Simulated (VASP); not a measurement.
# Si16Au (a cell with a defect) in VASP: a series of runs

Si16Au (a cell with a defect) is run at these levels: PBE; tasks: single point.

Program: VASP 6.6.1. These are calculated values, not measurements. Logs are shortened: lines on timing, memory, paths and dates and some standing lists are left out, and cuts for length are marked.

## Step 1: The cell of the first run

The cell holds a defect, 17 atoms: a = 7.679 Å, b = 7.679 Å, c = 7.679 Å, α = 60.00°, β = 60.00°, γ = 60.00°.

## Step 2: Single point, PBE, collinear spin, zero start

File INCAR:

```
SYSTEM = Si16Au
PREC     = Accurate       ! precision mode
ENCUT    = 520            ! plane-wave cutoff, eV
EDIFF    = 1E-6           ! SCF threshold, eV
ISMEAR   = 0              ! smearing method
SIGMA    = 0.05           ! smearing width, eV
LREAL    = Auto         
LASPH    = .True.         ! aspherical terms in the spheres
NELM     = 150            ! most SCF steps
ALGO     = Normal         ! electronic algorithm
ISIF     = 2              ! what is computed and relaxed
LWAVE    = .False.        ! write WAVECAR
LCHARG   = .False.        ! write CHGCAR
ISPIN    = 2              ! spin polarisation
MAGMOM   = 0 0 0 0 0 0 0 0 0 0 0 0 0 0 0 0 0 ! initial moments
LORBIT   = 11             ! projections on sites
LMAXMIX  = 4              ! l up to which the mixer works
GGA      = PE             ! functional
NBANDS   = 56             ! bands
```

File KPOINTS:

```
Automatic mesh
0
Gamma
  2 2 2
  0 0 0
```

File POSCAR:

```
Si16Au
1.0
    0.0000000000      5.4300000000      5.4300000000
    5.4300000000      0.0000000000      5.4300000000
    5.4300000000      5.4300000000      0.0000000000
Si Au
16 1
Direct
    0.0020494475      0.0397755985      0.0116328729
    0.1428224678      0.1426834254      0.1378692449
    0.0072685083     -0.0105928177      0.5133589319
    0.1204887661      0.1063099448      0.6554239411
    0.0030690608      0.5225171271      0.0006688766
    0.1052824125      0.6771674954      0.1175757827
   -0.0164261510      0.5126775322      0.5165141805
    0.1334353591      0.6181121547      0.6305558011
    0.5170077348     -0.0085817680     -0.0031613260
    0.6457548803      0.1168720074      0.1144044199
    0.5098219153     -0.0206653775      0.5056302026
    0.6361710866      0.1048613260      0.6254854512
    0.5004767035      0.5216205341     -0.0146641805
    0.6327439227      0.6196365562      0.1246175875
    0.5056704420      0.4789054328      0.4974137201
    0.6198690608      0.6116935543      0.6212489871
    0.2788140884      0.3024855433      0.2876313996
```

Potentials or basis: VASP PAW PBE potentials, release 64 (Si, Au).

On the command line:

```
cat potpaw_PBE.64/Si/POTCAR potpaw_PBE.64/Au/POTCAR > POTCAR
mpirun -np 1 vasp_std > vasp.out
```

OUTCAR:

```text
SYSTEM = Si16Au
   PREC = Accurate
   ENCUT = 520
   EDIFF = 1E-6
   ISMEAR = 0
   LREAL = Auto
   LASPH = .True.
   NELM = 150
   ISIF = 2
   ISPIN = 2
   LORBIT = 11
   GGA = PE

 ion  position               nearest neighbor table
   1  0.002  0.040  0.012-  10 2.27   4 2.27   6 2.28   2 2.32
   2  0.143  0.143  0.138-   1 2.32   9 2.36   3 2.37   5 2.39  17 2.80
   3  0.007  0.989  0.513-   8 2.33  12 2.33   4 2.34   2 2.37  17 3.22
   4  0.120  0.106  0.655-   1 2.27   3 2.34  17 2.42  11 2.45   7 2.55
   5  0.003  0.523  0.001-   8 2.33  14 2.33   6 2.35   2 2.39  17 3.09
   6  0.105  0.677  0.118-   1 2.28   5 2.35  17 2.43  13 2.48   7 2.51
   7  0.984  0.513  0.517-  16 2.30   8 2.32  17 2.46   6 2.51   4 2.55
   8  0.133  0.618  0.631-   7 2.32   3 2.33   5 2.33  15 2.34
   9  0.517  0.991  0.997-  12 2.33  10 2.33  14 2.33   2 2.36  17 3.30
  10  0.646  0.117  0.114-   1 2.27   9 2.33  17 2.42  11 2.45  13 2.54
  11  0.510  0.979  0.506-  16 2.31  12 2.33   4 2.45  10 2.45  17 2.55
  12  0.636  0.105  0.625-   3 2.33   9 2.33  11 2.33  15 2.35
  13  0.500  0.522  0.985-  16 2.30  14 2.32  17 2.47   6 2.48  10 2.54
  14  0.633  0.620  0.125-  13 2.32   5 2.33   9 2.33  15 2.34
  15  0.506  0.479  0.497-  16 2.33   8 2.34  14 2.34  12 2.35
  16  0.620  0.612  0.621-   7 2.30  13 2.30  11 2.31  15 2.33
  17  0.279  0.302  0.288-   4 2.42  10 2.42   6 2.43   7 2.46  13 2.47  11 2.55   2 2.80   5 3.09
                             3 3.22   9 3.30

  LATTYP: Found a face centered cubic cell.
 ALAT       =    10.8600000000

  Lattice vectors:

 A1 = (   0.0000000000,   5.4300000000,   5.4300000000)
 A2 = (   5.4300000000,   0.0000000000,   5.4300000000)
 A3 = (   5.4300000000,   5.4300000000,   0.0000000000)

Analysis of symmetry for initial positions (statically):
=====================================================================
 Subroutine PRICEL returns:
 Original cell was already a primitive cell.

 Routine SETGRP: Setting up the symmetry group for a
 face centered cubic supercell.

 Subroutine GETGRP returns: Found  1 space group operations
 (whereof  1 operations were pure point group operations)
 out of a pool of 48 trial point group operations.

The static configuration has the point symmetry C_1 .

Analysis of symmetry for dynamics (positions and initial velocities):
=====================================================================
 Subroutine PRICEL returns:
 Original cell was already a primitive cell.

 Routine SETGRP: Setting up the symmetry group for a
 face centered cubic supercell.

 Subroutine GETGRP returns: Found  1 space group operations
 (whereof  1 operations were pure point group operations)
 out of a pool of 48 trial point group operations.

The dynamic configuration has the point symmetry C_1 .

Analysis of structural, dynamic, and magnetic symmetry:
=====================================================================
 Subroutine PRICEL returns:
 Original cell was already a primitive cell.

 Routine SETGRP: Setting up the symmetry group for a
 face centered cubic supercell.

 Subroutine GETGRP returns: Found  1 space group operations
 (whereof  1 operations were pure point group operations)
 out of a pool of 48 trial point group operations.

The overall configuration has the point symmetry C_1 .

 Subroutine INISYM returns: Found  1 space group operations
 (whereof  1 operations are pure point group operations),
 and found     1 'primitive' translations

----------------------------------------------------------------------------------------

                                     Primitive cell

  volume of cell :     320.2060

  direct lattice vectors                    reciprocal lattice vectors
     0.000000000  5.430000000  5.430000000    -0.092081031  0.092081031  0.092081031
     5.430000000  0.000000000  5.430000000     0.092081031 -0.092081031  0.092081031
     5.430000000  5.430000000  0.000000000     0.092081031  0.092081031 -0.092081031

  length of vectors
     7.679179644  7.679179644  7.679179644     0.159489025  0.159489025  0.159489025

  position of ions in fractional coordinates (direct lattice)
     0.002049447  0.039775599  0.011632873
     0.142822468  0.142683425  0.137869245
     0.007268508  0.989407182  0.513358932
     0.120488766  0.106309945  0.655423941
     0.003069061  0.522517127  0.000668877
     0.105282413  0.677167495  0.117575783
[... 9 lines left out ...]
     0.619869061  0.611693554  0.621248987
     0.278814088  0.302485543  0.287631400

  ion indices of the primitive-cell ions
[... 66 lines left out ...]
   ICHARG =      2    charge: 1-file 2-atom 10-const
   ISPIN  =      2    spin polarized calculation?
   LNONCOLLINEAR =      F non collinear calculations
   LSORBIT =      F    spin-orbit coupling
   LASPH  =      T    aspherical Exc in radial PAW
   ENCUT  =  520.0 eV  38.22 Ry    6.18 a.u.  14.28 14.28 14.28*2*pi/ulx,y,z
   NELM   =    150;   NELMIN=  2; NELMDL= -5     # of ELM steps
   EDIFF  = 0.1E-05   stopping-criterion for ELM
   LREAL  =      T    real-space projection
   EDIFFG = 0.1E-04   stopping-criterion for IOM
   NSW    =      0    number of steps for IOM
   IBRION =     -1    ionic relax: 0-MD 1-quasi-New 2-CG
   NFREE  =      0    steps in history (QN), initial steepest desc. (CG)
   ISIF   =      2    stress and relaxation
   ISYM   =      2    0-nonsym 1-usesym 2-fastsym
   POTIM  = 0.5000    time-step for ionic-motion
   TEBEG  =    0.0;   TEEND  =   0.0 temperature during run
   PSTRESS=    0.0 pullay stress
   NELECT =      75.0000    total number of electrons
   NUPDOWN=      -1.0000    fix difference up-down
   EMIN   =  10.00;   EMAX   =-10.00  energy-range for DOS
   EFERMI =   0.00;   METHOD = LEGACY
   ISMEAR =     0;   SIGMA  =   0.05  broadening in eV -4-tet -1-fermi 0-gaus
   EFERMI_NEDOS =   21; number of points for ismear=-14 and -15
   IALGO  =     38    algorithm
   IMIX   =      4    mixing-type and parameters
     AMIX     =   0.40;   BMIX     =  1.00
     AMIX_MAG =   1.60;   BMIX_MAG =  1.00
  volume/ion in A,a.u.               =      18.84       127.11
  Fermi-wavevector in a.u.,A,eV,Ry     =   1.009142  1.907001 13.855720  1.018367
  Thomas-Fermi vector in A             =   2.142052
   LORBIT       =     11    0 simple, 1 ext, 2 COOP (PROOUT), +10 PAW based schemes
   GGA     = PE    functional components
   LHFCALC =     F    Hartree Fock is set to
   AEXX    =    0.0000 exact exchange contribution
   IVDW    =     0    specifies the selected vdW correction
   LEPSILON=     F    determine dielectric tensor
   LRPA    =     F    only Hartree local field effects (RPA)
 spin polarized calculation
 Gauss-broadening in eV      SIGMA  =   0.05
  energy-cutoff  :      520.00
  volume of cell :      320.21
 maximum number of plane-waves:      8646
 NGX is ok and might be reduce to    60
   NGX = 29   NGY = 29   NGZ = 29

 number of electron      74.9999999 magnetization       0.0000913

 number of electron      74.9999999 magnetization      -0.0000034

 Free energy of the ion-electron system (eV)
  ---------------------------------------------------
  ext. energy  EPLUGINS =         0.00000000
  ---------------------------------------------------
  free energy    TOTEN  =       -85.86260209 eV

  energy without entropy =      -85.85484268  energy(sigma->0) =      -85.85872238

 E-fermi :   7.1453     XC(G=0):  -9.7972

 val. band max:        7.1391692898   @ k =   0.0000   0.0000   0.0000
 cond. band min:       7.1550151362   @ k =   0.0000   0.5000   0.0000
 fundamental gap:      0.0158458464
 Fermi energy:         7.1453446106

 spin component 1

 k-point     1 :       0.0000    0.0000    0.0000
  band No.  band energies     occupation
      1      -5.8084      1.00000
      2      -3.5014      1.00000
      3      -3.3215      1.00000
      4      -3.2421      1.00000
      5      -3.2354      1.00000
      6      -2.1908      1.00000
[... 405 lines left out ...]
     48      10.6511      0.00000
     49      10.7806      0.00000
 Fermi energy:         7.1453446106

 spin component 2

 k-point     1 :       0.0000    0.0000    0.0000
  band No.  band energies     occupation
      1      -5.8084      1.00000
      2      -3.5014      1.00000
      3      -3.3215      1.00000
      4      -3.2421      1.00000
      5      -3.2354      1.00000
      6      -2.1908      1.00000
[... 405 lines left out ...]
     48      10.6511      0.00000
     49      10.7806      0.00000
 [bands above 49 left out]

------------------------ aborting loop because EDIFF is reached ----------------------------------------

  FORCE on cell =-STRESS in cart. coord.  units (eV):
  Direction    XX          YY          ZZ          XY          YZ          ZX
  --------------------------------------------------------------------------------------
  -------------------------------------------------------------------------------------
  Total       13.5285055     14.2305176     13.7068534     -0.8584351     -0.8955748     -1.4099350
  in kB       67.6909983     71.2035744     68.5833772     -4.2952513     -4.4810828     -7.0547269
  external PRESSURE =      69.1593166 kB  Pullay stress =       0.0000000 kB

 VOLUME and BASIS-vectors are now :
 -----------------------------------------------------------------------------
  energy-cutoff  :      520.00
  volume of cell :      320.21
      direct lattice vectors                 reciprocal lattice vectors
     0.000000000  5.430000000  5.430000000    -0.092081031  0.092081031  0.092081031
     5.430000000  0.000000000  5.430000000     0.092081031 -0.092081031  0.092081031
     5.430000000  5.430000000  0.000000000     0.092081031  0.092081031 -0.092081031

 POSITION                                       TOTAL-FORCE (eV/Angst)
 -----------------------------------------------------------------------------------
      0.27915      0.07429      0.22711         0.006928      0.085819      0.049152
      1.52340      1.52416      1.55030         0.096757      0.048608      0.052747
      8.16002      2.82701      5.41195         0.041819     -0.025226     -0.004911
      4.13622      4.21321      1.23152         0.014020     -0.019808     -0.090874
      2.84090      0.02030      2.85393         0.012337     -0.019193     -0.017177
      4.31546      1.21012      4.24870        -0.046336      0.011092     -0.045763
[... 9 lines left out ...]
      6.69488      6.73927      6.68738        -0.052506     -0.082512     -0.046396
      3.20433      3.07580      3.15646         0.085634      0.310642      0.187751
 -----------------------------------------------------------------------------------
    total drift:                               -0.006760      0.003030     -0.001715

  FREE ENERGIE OF THE ION-ELECTRON SYSTEM (eV)
  ---------------------------------------------------
  free  energy   TOTEN  =       -85.8626020863 eV

  energy  without entropy=      -85.8548426794  energy(sigma->0) =      -85.85872238

 total charge

# of ion       s       p       d       tot
------------------------------------------
    1        0.767   0.959   0.000   1.726
    2        0.744   0.944   0.000   1.687
    3        0.746   0.951   0.000   1.697
    4        0.742   0.944   0.000   1.686
    5        0.746   0.944   0.000   1.690
    6        0.744   0.932   0.000   1.676
[... 9 lines left out ...]
   16        0.747   0.965   0.000   1.712
   17        0.735   0.583   8.727  10.046
--------------------------------------------------
tot         12.645  15.783   8.727  37.156

 magnetization (x)

# of ion       s       p       d       tot
------------------------------------------
    1       -0.000  -0.000   0.000  -0.000
    2       -0.000   0.000   0.000  -0.000
    3       -0.000   0.000   0.000   0.000
    4       -0.000  -0.000   0.000  -0.000
    5        0.000   0.000   0.000   0.000
    6        0.000   0.000   0.000   0.000
[... 9 lines left out ...]
   16       -0.000  -0.000   0.000  -0.000
   17       -0.000  -0.000   0.000   0.000
--------------------------------------------------
tot         -0.000  -0.000   0.000  -0.000
```

It took 4.6 min on 1 thread of Intel Xeon 6975P-C (Granite Rapids), shared host; peak memory 0.72 GiB.

Results:

```yaml
Free_energy: -85.8626 eV
Pressure: 6.9 GPa
Largest_force: 0.373 eV/Å
Net_moment: 0.00 μB per cell
Valence_electrons_inside_the_program's_atomic_spheres: Si 1.73, 1.69, 1.70, 1.68, 1.71; Au 10.05
```

Forces on the atoms (eV/Å):
```
Si   0.007  0.086  0.049
Si   0.097  0.049  0.053
Si   0.042 -0.025 -0.005
Si   0.014 -0.020 -0.091
Si   0.012 -0.019 -0.017
Si  -0.046  0.011 -0.046
Si   0.009 -0.075 -0.021
Si   0.015 -0.048 -0.040
Si   0.009 -0.008  0.011
Si  -0.096  0.021  0.048
Si  -0.035  0.001 -0.026
Si   0.005 -0.047 -0.034
Si  -0.032 -0.026  0.006
Si  -0.009 -0.036  0.005
Si  -0.025 -0.091 -0.033
Si  -0.053 -0.083 -0.046
Au   0.086  0.311  0.188
```

Levels at points of the mesh, in eV from the Fermi level:
Spin up:
```tsv
k point	band 33	band 34	band 35	band 36	band 37	band 38	band 39	band 40	band 41	band 42
(0.00, 0.00, 0.00)	-1.54	-1.41	-1.31	-0.74	-0.52	-0.28	-0.17	-0.01	0.07	0.50
(0.50, 0.00, 0.00)	-2.43	-1.50	-1.43	-1.24	-0.92	0.08	0.51	0.68	0.77	0.95
(0.00, 0.50, 0.00)	-2.43	-1.49	-1.34	-1.30	-1.08	0.01	0.63	0.70	0.77	0.92
(0.00, 0.00, 0.50)	-2.44	-1.49	-1.42	-1.27	-0.99	0.11	0.53	0.68	0.76	0.92
(0.50, 0.50, 0.50)	-2.60	-1.46	-1.44	-0.94	-0.63	-0.13	0.40	0.96	1.01	1.04
(0.50, 0.50, 0.00)	-2.24	-1.99	-1.94	-1.83	-1.28	0.12	0.54	1.37	1.49	1.67
(0.00, 0.50, 0.50)	-2.28	-2.02	-1.95	-1.79	-1.24	0.08	0.54	1.38	1.50	1.67
(0.50, 0.00, 0.50)	-2.26	-1.98	-1.91	-1.83	-1.38	0.13	0.54	1.34	1.50	1.72
```
Spin down:
```csv
k point,band 33,band 34,band 35,band 36,band 37,band 38,band 39,band 40,band 41,band 42
"(0.00, 0.00, 0.00)",-1.54,-1.41,-1.31,-0.74,-0.52,-0.28,-0.17,-0.01,0.07,0.50
"(0.50, 0.00, 0.00)",-2.43,-1.50,-1.43,-1.24,-0.92,0.08,0.51,0.68,0.77,0.95
"(0.00, 0.50, 0.00)",-2.43,-1.49,-1.34,-1.30,-1.08,0.01,0.63,0.70,0.77,0.92
"(0.00, 0.00, 0.50)",-2.44,-1.49,-1.42,-1.27,-0.99,0.11,0.53,0.68,0.76,0.92
"(0.50, 0.50, 0.50)",-2.60,-1.46,-1.44,-0.94,-0.63,-0.13,0.40,0.96,1.01,1.04
"(0.50, 0.50, 0.00)",-2.24,-1.99,-1.94,-1.83,-1.28,0.12,0.54,1.37,1.49,1.67
"(0.00, 0.50, 0.50)",-2.28,-2.02,-1.95,-1.79,-1.24,0.08,0.54,1.38,1.50,1.67
"(0.50, 0.00, 0.50)",-2.26,-1.98,-1.91,-1.83,-1.38,0.13,0.54,1.34,1.50,1.72
```

Caveat: the k points lie up to 0.50 Å⁻¹ apart; spin-orbit coupling is left out, which moves the levels of the heavy elements.

(Part 1 of 2 ends here.)
